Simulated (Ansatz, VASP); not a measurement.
Ru: VASP beside Ansatz

The input INCAR:

```
SYSTEM = Ru
PREC = Accurate
ENCUT = 520
EDIFF = 1E-6
ISMEAR = -1
SIGMA = 0.1
LREAL = .False.
LASPH = .True.
NELM = 80
ALGO = Normal
ISIF = 2
LWAVE = .False.
LCHARG = .False.
LDIPOL = .True.
IDIPOL = 3
DIPOL = 0.5 0.5 0.500
NBANDS = 43
```

File KPOINTS:

```
regular mesh
0
Gamma
  14 14 1
  0 0 0
```

The input POSCAR:

```
Ru
1.0
    2.6752522144      0.0000000000      0.0000000000
   -1.3376261072      2.3168363792      0.0000000000
    0.0000000000      0.0000000000     17.3210000000
Ru
5
Direct
    0.0000000000      0.0000000000      0.2598010507
    0.3333333333      0.6666666667      0.3772152033
    0.0000000000      0.0000000000      0.5000000004
    0.3333333333      0.6666666667      0.6227847946
    0.0000000000      0.0000000000      0.7401989493
```

Input for Ansatz:

```yaml
crystal:
  lattice:
    - [2.6752522144, 0.0, 0.0]
    - [-1.3376261072, 2.3168363792, 0.0]
    - [0.0, 0.0, 17.321]
  atoms:
    - { symbol: Ru, position: [0.0, 0.0, 0.2598010507] }
    - { symbol: Ru, position: [0.3333333333, 0.6666666667, 0.3772152033] }
    - { symbol: Ru, position: [0.0, 0.0, 0.5000000004] }
    - { symbol: Ru, position: [0.3333333333, 0.6666666667, 0.6227847946] }
    - { symbol: Ru, position: [0.0, 0.0, 0.7401989493] }
kpoints:
  mp_grid: { grid: [14, 14, 1] }
scf:
  occupations: { method: fermi_dirac, width: 0.1 }
hamiltonian:
  xc: lda
  pseudopotentials: { kind: all_electron, lapw: { basis_error: 0.001 } }
output:
  forces: true
  stress: true
  eigenvalues: true
efield:
  axis: 3
  amplitude: 0
  dipole_correction: true
```

Alike in both runs: task single point; functional LDA; k mesh 14 × 14 × 1; occupations fermi-dirac, width 0.1 eV; no spin polarisation.

```csv
,VASP,Ansatz
version,VASP 6.6.1,Ansatz 0.2.0
potentials or method,"VASP PAW LDA potentials, release 64 (Ru_pv), cutoff 520 eV","all-electron LAPW, scalar-relativistic"
```

|  | VASP | Ansatz | Ansatz less VASP |
| --- | --- | --- | --- |
| rms of the force components (eV/Å) | 0.026 | 0.003 | -0.0232 |

LDA's correlation is that of Perdew and Zunger in VASP and of Perdew and Wang (1992) in Ansatz. Atom by atom the forces differ by 0.025 eV/Å (rms over components). Ansatz ran all-electron here, and VASP with PAW potentials. Ansatz's warnings: vacuum density over bound.
